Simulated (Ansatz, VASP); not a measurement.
## Sn5H in VASP and in Ansatz

```
Sn H
1.0
     0.00000    5.44290    5.44290
     5.44290    0.00000    5.44290
     5.44290    5.44290    0.00000
Sn H
5 1
Direct
  0.25000 0.25000 0.25000
  0.09699 0.09699 0.09699
  0.09699 0.09699 0.70904
  0.09699 0.70904 0.09699
  0.70904 0.09699 0.09699
  0.50000 0.50000 0.50000
```

Alike in both runs: functional PBE; k mesh 4 × 4 × 4; occupations gaussian, width 0.2 eV; no spin polarisation.

Ansatz relaxed the structure, and its values are those at the end. VASP's run is a single point on that final structure, the one shown.

```csv
,VASP,Ansatz
version,VASP 6.6.1,Ansatz 0.2.0
potentials or method,"VASP PAW PBE potentials, release 64 (Sn_d, H), cutoff 520 eV","scalar-relativistic, plane waves, PAW"
valence electrons in the cell,71,71
```

|  | VASP | Ansatz | Ansatz less VASP |
| --- | --- | --- | --- |
| gap on the k mesh at the Fermi level (eV) | none | none | - |
| pressure (GPa) | -0.3 | -0.2 | +0.03 |
| rms of the force components (eV/Å) | 0.018 | 0.019 | +0.0009 |

A gap of «none» marks a metal or a gap that the smearing closes.
